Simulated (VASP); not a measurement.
# Mg (P6/mmm) in VASP: a series of runs

The runs below take Mg through single point, with r2SCAN.

Program: VASP 6.6.1. These are calculated values, not measurements. Logs are shortened: lines on timing, memory, paths and dates and some standing lists are left out, and cuts for length are marked.

### Step 1. The cell of the first run

Symmetry: P6/mmm, No. 191, hexagonal system. Conventional cell: a = 3.050 Å, b = 3.050 Å, c = 3.197 Å, α = 90.00°, β = 90.00°, γ = 120.00°. Within 4.0 Å of Mg (site symmetry 6/mmm) lie 8 Mg at 3.05 to 3.20 Å.

### Step 2. Single point, r2SCAN (strain +0.000 along x and y, +0.050 along z)

POSCAR reads:

```
Mg
1.0
    3.0502998005      0.0000000000      0.0000000000
   -1.5251499003      2.6416371164      0.0000000000
    0.0000000000      0.0000000000      3.1970794485
Mg
1
Direct
    0.0000000000      0.0000000000      0.0000000000
```

INCAR.step1 reads:

```
  PREC = Accurate
  ENCUT = 520
  ISMEAR = 0
  SIGMA = 0.15
  LREAL = F
  LASPH = T
  NELM = 100
  NBANDS = 7
  GGA = PE
  ALGO = Normal
  EDIFF = 1E-4
  LWAVE = T
  LCHARG = F
```

INCAR.step2 reads:

```
  PREC = Accurate
  ENCUT = 520
  EDIFF = 1E-6
  ISMEAR = 0
  SIGMA = 0.15
  LREAL = F
  LASPH = T
  NELM = 100
  ALGO = Normal
  ISIF = 2
  LWAVE = F
  LCHARG = F
  METAGGA = R2SCAN
  LMIXTAU = T
  NBANDS = 7
  ISTART = 1
```

KPOINTS reads:

```
regular mesh
0
Gamma
  18 18 16
```

Potentials or basis: VASP PAW PBE potentials, release 64 (Mg).

Started as:

```
cat potpaw_PBE.64/Mg/POTCAR > POTCAR
cp INCAR.step1 INCAR
mpirun -np 1 vasp_std > vasp.out
cp INCAR.step2 INCAR
mpirun -np 1 vasp_std > vasp.out
```

OUTCAR:

```text
PREC = Accurate
   ENCUT = 520
   EDIFF = 1E-6
   ISMEAR = 0
   LREAL = F
   LASPH = T
   NELM = 100
   ISIF = 2
   METAGGA = R2SCAN
   ISTART = 1

 ion  position               nearest neighbor table
   1  0.000  0.000  0.000-

  LATTYP: Found a hexagonal cell.
 ALAT       =     3.0502998005
 C/A-ratio  =     1.0481197448

  Lattice vectors:

 A1 = (   3.0502998005,   0.0000000000,   0.0000000000)
 A2 = (  -1.5251499003,   2.6416371164,   0.0000000000)
 A3 = (   0.0000000000,   0.0000000000,   3.1970794485)

Analysis of symmetry for initial positions (statically):
=====================================================================
 Subroutine PRICEL returns:
 Original cell was already a primitive cell.

 Routine SETGRP: Setting up the symmetry group for a
 hexagonal supercell.

 Subroutine GETGRP returns: Found 24 space group operations
 (whereof 24 operations were pure point group operations)
 out of a pool of 24 trial point group operations.

The static configuration has the point symmetry D_6h.

Analysis of symmetry for dynamics (positions and initial velocities):
=====================================================================
 Subroutine PRICEL returns:
 Original cell was already a primitive cell.

 Routine SETGRP: Setting up the symmetry group for a
 hexagonal supercell.

 Subroutine GETGRP returns: Found 24 space group operations
 (whereof 24 operations were pure point group operations)
 out of a pool of 24 trial point group operations.

The dynamic configuration has the point symmetry D_6h.

 Subroutine INISYM returns: Found 24 space group operations
 (whereof 24 operations are pure point group operations),
 and found     1 'primitive' translations

----------------------------------------------------------------------------------------

                                     Primitive cell

  volume of cell :      25.7614

  direct lattice vectors                    reciprocal lattice vectors
     3.050299800  0.000000000  0.000000000     0.327836628  0.189276565  0.000000000
    -1.525149900  2.641637116  0.000000000     0.000000000  0.378553130  0.000000000
     0.000000000  0.000000000  3.197079448     0.000000000  0.000000000  0.312785471

  length of vectors
     3.050299800  3.050299801  3.197079448     0.378553130  0.378553130  0.312785471

  position of ions in fractional coordinates (direct lattice)
     0.000000000  0.000000000  0.000000000

  ion indices of the primitive-cell ions
   primitive index   ion index
                 1           1

----------------------------------------------------------------------------------------

 KPOINTS: regular mesh

Automatic generation of k-mesh.
 Grid dimensions read from file:
 generate k-points for:   18   18   16

 Generating k-lattice:

  Cartesian coordinates                     Fractional coordinates (reciprocal lattice)
     0.018213146  0.010515365  0.000000000     0.055555556  0.000000000  0.000000000
     0.000000000  0.021030729  0.000000000     0.000000000  0.055555556  0.000000000
     0.000000000  0.000000000  0.019549092     0.000000000  0.000000000  0.062500000

  Length of vectors
     0.021030729  0.021030729  0.019549092

  Shift w.r.t. Gamma in fractional coordinates (k-lattice)
     0.000000000  0.000000000  0.000000000

 Subroutine IBZKPT returns following result:
 ===========================================

 Found    333 irreducible k-points:

 Following reciprocal coordinates:
            Coordinates               Weight
  0.000000  0.000000  0.000000      1.000000
  0.055556  0.000000  0.000000      6.000000
  0.111111  0.000000  0.000000      6.000000
  0.166667 -0.000000  0.000000      6.000000
  0.222222 -0.000000  0.000000      6.000000
  0.277778  0.000000  0.000000      6.000000
[... 16 lines left out ...]
  0.333333  0.111111  0.000000     12.000000
  0.388889  0.111111  0.000000     12.000000
 [... further k-points ...]
   k-points           NKPTS =    333   k-points in BZ     NKDIM =    333   number of bands    NBANDS=      7
   number of dos      NEDOS =    301   number of ions     NIONS =      1
   total plane-waves  NPLWV =  13824
   dimension x,y,z NGX =    24 NGY =   24 NGZ =   24
   dimension x,y,z NGXF=    48 NGYF=   48 NGZF=   48
   ions per type =               1
   NGX,Y,Z   is equivalent  to a cutoff of  13.08, 13.08, 12.48 a.u.
   NGXF,Y,Z  is equivalent  to a cutoff of  26.16, 26.16, 24.96 a.u.
 SYSTEM =  unknown system
   PREC   = accura    normal or accurate (medium, high low for compatibility)
   ISTART =      1    job   : 0-new  1-cont  2-samecut
   ICHARG =      0    charge: 1-file 2-atom 10-const
   ISPIN  =      1    spin polarized calculation?
   LNONCOLLINEAR =      F non collinear calculations
   LSORBIT =      F    spin-orbit coupling
   LASPH  =      T    aspherical Exc in radial PAW
   ENCUT  =  520.0 eV  38.22 Ry    6.18 a.u.   5.67  5.67  5.94*2*pi/ulx,y,z
   NELM   =    100;   NELMIN=  2; NELMDL=  0     # of ELM steps
   EDIFF  = 0.1E-05   stopping-criterion for ELM
   LREAL  =      F    real-space projection
   EDIFFG = 0.1E-04   stopping-criterion for IOM
   NSW    =      0    number of steps for IOM
   IBRION =     -1    ionic relax: 0-MD 1-quasi-New 2-CG
   NFREE  =      0    steps in history (QN), initial steepest desc. (CG)
   ISIF   =      2    stress and relaxation
   ISYM   =      2    0-nonsym 1-usesym 2-fastsym
   POTIM  = 0.5000    time-step for ionic-motion
   TEBEG  =    0.0;   TEEND  =   0.0 temperature during run
   PSTRESS=    0.0 pullay stress
   NELECT =       2.0000    total number of electrons
   NUPDOWN=      -1.0000    fix difference up-down
   EMIN   =  10.00;   EMAX   =-10.00  energy-range for DOS
   EFERMI =   0.00;   METHOD = LEGACY
   ISMEAR =     0;   SIGMA  =   0.15  broadening in eV -4-tet -1-fermi 0-gaus
   EFERMI_NEDOS =   21; number of points for ismear=-14 and -15
   IALGO  =     38    algorithm
   IMIX   =      4    mixing-type and parameters
     AMIX     =   0.40;   BMIX     =  1.00
     AMIX_MAG =   1.60;   BMIX_MAG =  1.00
  volume/ion in A,a.u.               =      25.76       173.85
  Fermi-wavevector in a.u.,A,eV,Ry     =   0.698385  1.319757  6.636134  0.487742
  Thomas-Fermi vector in A             =   1.781974
   LORBIT       =      0    0 simple, 1 ext, 2 COOP (PROOUT), +10 PAW based schemes
   METAGGA = R2SCAN    functional components
   LHFCALC =     F    Hartree Fock is set to
   AEXX    =    0.0000 exact exchange contribution
   IVDW    =     0    specifies the selected vdW correction
   LEPSILON=     F    determine dielectric tensor
   LRPA    =     F    only Hartree local field effects (RPA)
 non-spin polarized calculation
 Gauss-broadening in eV      SIGMA  =   0.15
  energy-cutoff  :      520.00
  volume of cell :       25.76
 maximum number of plane-waves:       719
 NGX is ok and might be reduce to    24
   NGX = 11   NGY = 11   NGZ = 11

 number of electron       2.0000000 magnetization

 Free energy of the ion-electron system (eV)
  ---------------------------------------------------
  ext. energy  EPLUGINS =         0.00000000
  ---------------------------------------------------
  free energy    TOTEN  =        -3.86129302 eV

  energy without entropy =       -3.85620887  energy(sigma->0) =       -3.85875095

 E-fermi :   2.0274     XC(G=0):  -8.6662

 val. band max:        2.0216176710   @ k =   0.3889   0.1667   0.0625
 cond. band min:       2.0457673779   @ k =   0.2778   0.1111   0.5000
 fundamental gap:      0.0241497069
 Fermi energy:         2.0273786644

 k-point     1 :       0.0000    0.0000    0.0000
  band No.  band energies     occupation
      1      -4.8785      2.00000
      2       9.7831      0.00000
      3      10.1393      0.00000
      4      15.6549      0.00000
      5      15.6549      0.00000
      6      17.0817      0.00000
      7      17.0817      0.00000

 k-point     2 :       0.0556    0.0000    0.0000
  band No.  band energies     occupation
      1      -4.8069      2.00000
      2       9.8076      0.00000
      3      10.2000      0.00000
      4      14.3961      0.00000
      5      15.1427      0.00000
      6      16.9703      0.00000
      7      17.7130      0.00000

 k-point     3 :       0.1111    0.0000    0.0000
  band No.  band energies     occupation
      1      -4.5927      2.00000
      2       9.8365      0.00000
      3      10.3821      0.00000
      4      12.5774      0.00000
      5      14.3532      0.00000
      6      16.4071      0.00000
      7      18.8590      0.00000

 k-point     4 :       0.1667   -0.0000    0.0000
  band No.  band energies     occupation
      1      -4.2366      2.00000
      2       9.5347      0.00000
      3      10.6858      0.00000
      4      11.1558      0.00000
      5      13.6204      0.00000
      6      15.8120      0.00000
      7      20.1822      0.00000

 k-point     5 :       0.2222   -0.0000    0.0000
  band No.  band energies     occupation
      1      -3.7403      2.00000
      2       8.2408      0.00000
      3      10.8302      0.00000
      4      11.1114      0.00000
      5      12.9886      0.00000
      6      15.3649      0.00000
      7      21.6309      0.00000

 k-point     6 :       0.2778    0.0000    0.0000
  band No.  band energies     occupation
      1      -3.1061      2.00000
      2       6.6117      0.00000
      3      10.9109      0.00000
      4      11.6588      0.00000
      5      12.4680      0.00000
      6      15.1658      0.00000
      7      20.5219      0.00000

 k-point     7 :       0.3333   -0.0000    0.0000
  band No.  band energies     occupation
      1      -2.3371      2.00000
      2       5.0130      0.00000
      3      10.9943      0.00000
      4      12.0618      0.00000
      5      12.3273      0.00000
      6      15.2736      0.00000
      7      19.0260      0.00000
[... 121 lines left out ...]
 k-point    20 :       0.1667    0.1111    0.0000
  band No.  band energies     occupation
      1      -3.5284      2.00000
      2       8.4171      0.00000
      3       9.4167      0.00000
      4      11.2942      0.00000
      5      12.6530      0.00000
      6      17.5475      0.00000
      7      19.5646      0.00000

 k-point    21 :       0.2222    0.1111    0.0000
  band No.  band energies     occupation
      1      -2.8956      2.00000
      2       6.7822      0.00000
      3       9.0297      0.00000
      4      11.8423      0.00000
      5      12.9018      0.00000
      6      17.0663      0.00000
      7      20.6835      0.00000

 k-point    22 :       0.2778    0.1111    0.0000
  band No.  band energies     occupation
      1      -2.1285      2.00000
      2       5.1932      0.00000
      3       8.6828      0.00000
      4      12.5118      0.00000
      5      13.3365      0.00000
      6      16.7357      0.00000
      7      19.2017      0.00000

 k-point    23 :       0.3333    0.1111    0.0000
  band No.  band energies     occupation
      1      -1.2326      2.00000
      2       3.6982      0.00000
      3       8.4143      0.00000
      4      13.2996      0.00000
      5      13.8058      0.00000
      6      16.6089      0.00000
      7      17.8146      0.00000

 k-point    24 :       0.3889    0.1111    0.0000
  band No.  band energies     occupation
      1      -0.2243      2.00000
      2       2.3271      0.00472
      3       8.2465      0.00000
      4      14.1543      0.00000
      5      14.1882      0.00000
      6      16.5610      0.00000
      7      16.7064      0.00000

 [... further k-points ...]

------------------------ aborting loop because EDIFF is reached ----------------------------------------

  FORCE on cell =-STRESS in cart. coord.  units (eV):
  Direction    XX          YY          ZZ          XY          YZ          ZX
  --------------------------------------------------------------------------------------
  -------------------------------------------------------------------------------------
  Total        0.0655748      0.0655748     -0.3880320     -0.0000000     -0.0000000      0.0000000
  in kB        4.0782938      4.0782938    -24.1328748     -0.0000000     -0.0000000      0.0000000
  external PRESSURE =      -5.3254291 kB  Pullay stress =       0.0000000 kB

 VOLUME and BASIS-vectors are now :
 -----------------------------------------------------------------------------
  energy-cutoff  :      520.00
  volume of cell :       25.76
      direct lattice vectors                 reciprocal lattice vectors
     3.050299800  0.000000000  0.000000000     0.327836628  0.189276565  0.000000000
    -1.525149900  2.641637116  0.000000000     0.000000000  0.378553130  0.000000000
     0.000000000  0.000000000  3.197079448     0.000000000  0.000000000  0.312785471

 POSITION                                       TOTAL-FORCE (eV/Angst)
 -----------------------------------------------------------------------------------
      0.00000      0.00000      0.00000         0.000000      0.000000      0.000000
 -----------------------------------------------------------------------------------
    total drift:                                0.000000      0.000000      0.000000

  FREE ENERGIE OF THE ION-ELECTRON SYSTEM (eV)
  ---------------------------------------------------
  free  energy   TOTEN  =        -3.8612930229 eV

  energy  without entropy=       -3.8562088731  energy(sigma->0) =       -3.85875095
```

Run time: 68 s. Hardware: 1 thread of Intel Xeon 6975P-C, shared host; peak memory 0.19 GiB.

Results:

* Free energy: -3.8613 eV
* Pressure: -0.5 GPa
* Band gap on the k mesh: zero (band 1 reaches 4.99 eV, above the bottom of band 2 at -0.62 eV)

Caveat: the cell differs from its parent crystal (strain +0.000 along x and y, +0.050 along z); the PAW data sets were made with another functional, which shifts forces and pressure a little.

### Step 3. Single point, r2SCAN (strain +0.050 along x and y, -0.050 along z)

POSCAR reads:

```
Mg
1.0
    3.2028147905      0.0000000000      0.0000000000
   -1.6014073953      2.7737189722      0.0000000000
    0.0000000000      0.0000000000      2.8925956915
Mg
1
Direct
    0.0000000000      0.0000000000      0.0000000000
```

INCAR.step1 reads:

```
PREC = Accurate
ENCUT = 520
ISMEAR = 0
SIGMA = 0.15
LREAL = False
LASPH = True
NELM = 80
NBANDS = 7
GGA = PE
ALGO = Normal
EDIFF = 1E-4
LWAVE = True
LCHARG = False
```

INCAR.step2 reads:

```
PREC = Accurate
ENCUT = 520
EDIFF = 1E-7
ISMEAR = 0
SIGMA = 0.15
LREAL = False
LASPH = True
NELM = 80
ALGO = Normal
ISIF = 2
LWAVE = False
LCHARG = True
METAGGA = R2SCAN
LMIXTAU = True
LELF = True
LVHAR = True
NBANDS = 7
ISTART = 1
```

KPOINTS reads:

```
Automatic mesh
0
Gamma
  18 18 16
```

Potentials or basis: VASP PAW PBE potentials, release 64 (Mg).

Started as:

```
cat potpaw_PBE.64/Mg/POTCAR > POTCAR
cp INCAR.step1 INCAR
mpirun -np 1 vasp_std > vasp.out
cp INCAR.step2 INCAR
mpirun -np 1 vasp_std > vasp.out
```

It took 76 s on 1 thread of Intel Xeon 6975P-C, shared host; peak memory 0.19 GiB.

Results (log left out):

```
Free energy            : -3.8356 eV
Pressure               : -1.2 GPa
Band gap on the k mesh : zero (band 1 reaches 5.50 eV, above the bottom of band 2 at -0.06 eV)
```

Stress tensor (GPa, compression positive):
```
-3.58  0.00  0.00
 0.00 -3.58  0.00
 0.00  0.00  3.61
```

Levels at points of the mesh, in eV from the Fermi level:
| k point | band 1 | band 2 | band 3 | band 4 | band 5 |
| --- | --- | --- | --- | --- | --- |
| (0.00, 0.00, 0.00) | -6.93 | 9.47 | 11.56 | 12.13 | 12.13 |
| (0.50, 0.00, 0.00) | -1.94 | -1.60 | 7.91 | 7.97 | 15.59 |
| (0.00, 0.00, 0.50) | -2.27 | -2.12 | 15.19 | 15.19 | 15.65 |
| (0.50, 0.00, 0.50) | 2.12 | 2.26 | 3.14 | 3.78 | 12.03 |

Caveat: the cell differs from its parent crystal (strain +0.050 along x and y, -0.050 along z); the PAW data sets were made with another functional, which shifts forces and pressure a little.

(Continued in part 2 of 2.)
